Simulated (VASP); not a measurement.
# SiC (P6_3mc) in VASP: a series of runs, part 2 of 2

VASP 6.6.1. The steps go on from the part before.

## Step 3: Relaxation of cell and atoms, PBEsol, target pressure 2 GPa, at which the enthalpy is minimised

Contents of INCAR:

```
PREC = Accurate
ENCUT = 600
EDIFF = 1E-7
ISMEAR = 0
SIGMA = 0.01
LREAL = False
LASPH = True
NELM = 60
ALGO = Normal
ISIF = 3
LWAVE = False
LCHARG = False
GGA = PS
IBRION = 2
NSW = 100
EDIFFG = -0.002
PSTRESS = 20.0
```

Contents of KPOINTS:

```
Automatic mesh
0
Gamma
  8 8 6
```

Contents of POSCAR:

```
SiC
1.0
    3.0757719604      0.0000000000      0.0000000000
   -1.5378859802      2.6636966539      0.0000000000
    0.0000000000      0.0000000000      5.0475313094
Si C
2 2
Direct
    0.3333333333      0.6666666667      0.0045931156
    0.6666666667      0.3333333333      0.5045931156
    0.3333333333      0.6666666667      0.3804068844
    0.6666666667      0.3333333333      0.8804068844
```

Potentials or basis: VASP PAW PBE potentials, release 64 (Si, C).

Command:

```console
cat potpaw_PBE.64/Si/POTCAR potpaw_PBE.64/C/POTCAR > POTCAR
mpirun -np 1 vasp_std > vasp.out
```

It took 93 s on 1 thread of Intel Xeon 8259CL, shared host; peak memory 0.18 GiB.

It converged, with:

```
Free energy                                                : -31.8209 eV
Relaxed volume                                             : 10.26 Å³/atom
Relaxed cell                                               : a = 3.068 Å, b = 3.068 Å, c = 5.034 Å, α = 90.00°, β = 90.00°, γ = 120.00°
Space group after relaxing (to 0.1 Å)                      : P6_3mc (No. 186)
Energy change on relaxing (the run minimises the enthalpy) : +0.6 meV/atom
Ionic steps                                                : 3
Pressure after relaxing                                    : 2.0 GPa
Band gap on the k mesh                                     : 2.36 eV (least direct gap 3.87 eV)
```

The path:
| step | energy change (eV) | largest force (eV/Å) | pressure (GPa) | volume (Å³) |
| --- | --- | --- | --- | --- |
| 1 | 0.0000 | 0.0004 | 0.26 | 41.35 |
| 2 | 0.0088 | 0.0021 | 4.00 | 40.68 |
| 3 | 0.0022 | 0.0008 | 2.00 | 41.04 |

Final structure:
```
Si C
1.0
     3.06790    0.00000    0.00000
    -1.53395    2.65688    0.00000
     0.00000    0.00000    5.03438
Si C
2 2
Direct
  0.33333 0.66667 0.00459
  0.66667 0.33333 0.50459
  0.33333 0.66667 0.38041
  0.66667 0.33333 0.88041
```

Levels at points of the mesh, in eV from the valence-band top:
| k point | band 6 | band 7 | band 8 | band 9 | band 10 | band 11 |
| --- | --- | --- | --- | --- | --- | --- |
| (0.00, 0.00, 0.00) | -0.11 | 0.00 | 0.00 | 4.81 | 6.24 | 6.64 |
| (0.50, 0.00, 0.00) | -3.37 | -3.36 | -1.20 | 2.66 | 4.13 | 6.86 |
| (0.00, 0.00, 0.50) | -0.72 | -0.72 | -0.72 | 5.89 | 5.89 | 7.32 |
| (0.50, 0.00, 0.50) | -2.47 | -2.35 | -2.35 | 3.19 | 3.19 | 5.19 |

Caveat: the cell is relaxed towards a set pressure, so the run minimises the enthalpy, not the energy; the PAW data sets were made with another functional, which shifts forces and pressure a little.

## Step 4: Relaxation of cell and atoms, PBEsol, target pressure 4 GPa, at which the enthalpy is minimised

Contents of INCAR:

```
  PREC = Accurate
  ENCUT = 600
  EDIFF = 1E-6
  ISMEAR = 0
  SIGMA = 0.01
  LREAL = F
  LASPH = T
  NELM = 60
  ALGO = Normal
  ISIF = 3
  LWAVE = F
  LCHARG = F
  GGA = PS
  IBRION = 2
  NSW = 100
  EDIFFG = -0.002
  PSTRESS = 40.0
```

KPOINTS is that of step 3.

POSCAR is that of step 3.

Potentials or basis: VASP PAW PBE potentials, release 64 (Si, C).

Command:

```console
cat potpaw_PBE.64/Si/POTCAR potpaw_PBE.64/C/POTCAR > POTCAR
mpirun -np 1 vasp_std > vasp.out
```

OUTCAR:

```text
PREC = Accurate
   ENCUT = 600
   EDIFF = 1E-6
   ISMEAR = 0
   LREAL = F
   LASPH = T
   NELM = 60
   ISIF = 3
   GGA = PS
   IBRION = 2
   NSW = 100
   EDIFFG = -0.002
   PSTRESS = 40.0

 ion  position               nearest neighbor table
   1  0.333  0.667  0.005-   4 1.88   4 1.88   4 1.88   3 1.90   2 3.09   2 3.09   2 3.09   2 3.09
                             2 3.09   2 3.09
   2  0.667  0.333  0.505-   3 1.88   3 1.88   3 1.88   4 1.90   1 3.09   1 3.09   1 3.09   1 3.09
                             1 3.09   1 3.09
   3  0.333  0.667  0.380-   2 1.88   2 1.88   2 1.88   1 1.90
   4  0.667  0.333  0.880-   1 1.88   1 1.88   1 1.88   2 1.90

  LATTYP: Found a hexagonal cell.
 ALAT       =     3.0757719604
 C/A-ratio  =     1.6410616178

  Lattice vectors:

 A1 = (   3.0757719604,   0.0000000000,   0.0000000000)
[... 443 lines left out ...]
  band No.  band energies     occupation
      1      -7.3253      2.00000
      2      -3.6568      2.00000
      3      -0.4610      2.00000
      4       7.0676      2.00000
      5       7.0676      2.00000
      6       8.2852      2.00000
      7       8.3985      2.00000
      8       8.3985      2.00000
      9      13.2759      0.00000
     10      14.7257      0.00000
     11      15.0895      0.00000
     12      15.0895      0.00000
[... 331 lines left out ...]
 k-point    24 :       0.3750    0.0000    0.3333
  band No.  band energies     occupation
      1      -4.4825      2.00000
      2      -3.1396      2.00000
      3       0.7295      2.00000
      4       2.0038      2.00000
      5       4.2912      2.00000
      6       5.6436      2.00000
      7       6.5951      2.00000
      8       6.6673      2.00000
      9      11.4648      0.00000
     10      12.3000      0.00000
     11      14.1220      0.00000
     12      15.6821      0.00000

 [... further k-points ...]

------------------------ aborting loop because EDIFF is reached ----------------------------------------

  FORCE on cell =-STRESS in cart. coord.  units (eV):
  Direction    XX          YY          ZZ          XY          YZ          ZX
  --------------------------------------------------------------------------------------
  -------------------------------------------------------------------------------------
  Total        1.0214559      1.0214559      1.0206796      0.0000000      0.0000000      0.0000000
  in kB       40.2283825     40.2283825     40.1978117      0.0000000      0.0000000      0.0000000
  external PRESSURE =       0.2181922 kB  Pullay stress =      40.0000000 kB
[... 23 lines left out ...]
  energy  without entropy=      -31.8143053613  energy(sigma->0) =      -31.81430536

  enthalpy is  TOTEN    =       -30.7986484548 eV   P V=        1.0156569065

 reached required accuracy - stopping structural energy minimisation
```

It took 1.9 min on 1 thread of Intel Xeon 8259CL, shared host; peak memory 0.18 GiB.

What came out:

| Quantity | Value |
| --- | --- |
| Free energy | -31.8143 eV |
| Relaxed volume | 10.17 Å³/atom |
| Relaxed cell | a = 3.059 Å, b = 3.059 Å, c = 5.019 Å, α = 90.00°, β = 90.00°, γ = 120.00° |
| Space group after relaxing (to 0.1 Å) | P6_3mc (No. 186) |
| Energy change on relaxing (the run minimises the enthalpy) | +2.2 meV/atom |
| Ionic steps | 7 |
| Pressure after relaxing | 4.0 GPa |
| Band gap on the k mesh | 2.35 eV (least direct gap 3.88 eV) |

Step by step:
```
step  energy change (eV)  largest force (eV/Å)  pressure (GPa)  volume (Å³)
   1              0.0000                0.0004            0.26        41.35
   2              0.0385                0.0056            8.64        39.93
   3              0.0087                0.0024            4.00        40.69
   4              0.0091                0.0024            4.06        40.67
   5              0.0086                0.0046            3.96        40.69
   6              0.0088                0.0019            4.00        40.68
   7              0.0089                0.0008            4.02        40.68
```

Final structure:
```yaml
crystal:
  lattice:
    - [3.05918, 0.00000, 0.00000]
    - [-1.52959, 2.64932, 0.00000]
    - [0.00000, 0.00000, 5.01947]
  atoms:
    - { symbol: Si, position: [0.33333, 0.66667, 0.00460] }
    - { symbol: Si, position: [0.66667, 0.33333, 0.50460] }
    - { symbol: C, position: [0.33333, 0.66667, 0.38040] }
    - { symbol: C, position: [0.66667, 0.33333, 0.88040] }
```

Caveat: the cell is relaxed towards a set pressure, so the run minimises the enthalpy, not the energy; the PAW data sets were made with another functional, which shifts forces and pressure a little.

## Step 5: Overview

```tsv
cell	gap on the mesh (eV)	pressure (GPa)
relaxed to -2 GPa	2.39	-2.0
relaxed to 2 GPa	2.36	2.0
relaxed to 4 GPa	2.35	4.0
```

Alike in all rows: task relaxation of cell and atoms; level PBEsol; potentials or basis VASP PAW PBE potentials, release 64 (Si, C); no spin polarisation; k mesh 8 × 8 × 6; cutoff (eV) 600; smearing gaussian 0.01 eV.

Caveats: the cell is relaxed towards a set pressure, so the run minimises the enthalpy, not the energy; the PAW data sets were made with another functional, which shifts forces and pressure a little.

Absolute energies hang on the potentials; compare differences alone.
